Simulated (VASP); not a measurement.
A run of VASP 6.6.1 is set up as follows.

INCAR

```
SYSTEM = HgTe
PREC = Accurate
ENCUT = 520
EDIFF = 1E-7
ISMEAR = -1
SIGMA = 0.1
LREAL = .FALSE.
LASPH = .TRUE.
NELM = 80
ALGO = Normal
ISIF = 2
LWAVE = .FALSE.
LCHARG = .TRUE.
GGA = PS
LELF = .TRUE.
LVHAR = .TRUE.
NBANDS = 16
```

File KPOINTS:

```
Automatic mesh
0
G
  11 11 11
  0 0 0
```

Contents of POSCAR:

```
HgTe
1.0
    0.0000000000      2.8773372014      2.8773372014
    2.8773372014      0.0000000000      2.8773372014
    2.8773372014      2.8773372014      0.0000000000
Hg Te
1 1
Direct
    0.0000000000      0.0000000000      0.0000000000
    0.5000000000      0.5000000000      0.5000000000
```

Potentials or basis: VASP PAW PBE potentials, release 64 (Hg, Te).

Command:

```console
$ cat potpaw_PBE.64/Hg/POTCAR potpaw_PBE.64/Te/POTCAR > POTCAR
$ mpirun -np 1 vasp_std > vasp.out
```

(1) What does it give for the band gap on the k mesh?

(2) What does it give for the pressure?

## Answers

(1) zero (bands 9 and 10 overlap by 3.41 eV).

(2) 11.0 GPa.

Caveat: the cell stands under pressure; the PAW data sets were made with another functional, which shifts forces and pressure a little; spin-orbit coupling is left out, which moves the levels of the heavy elements.
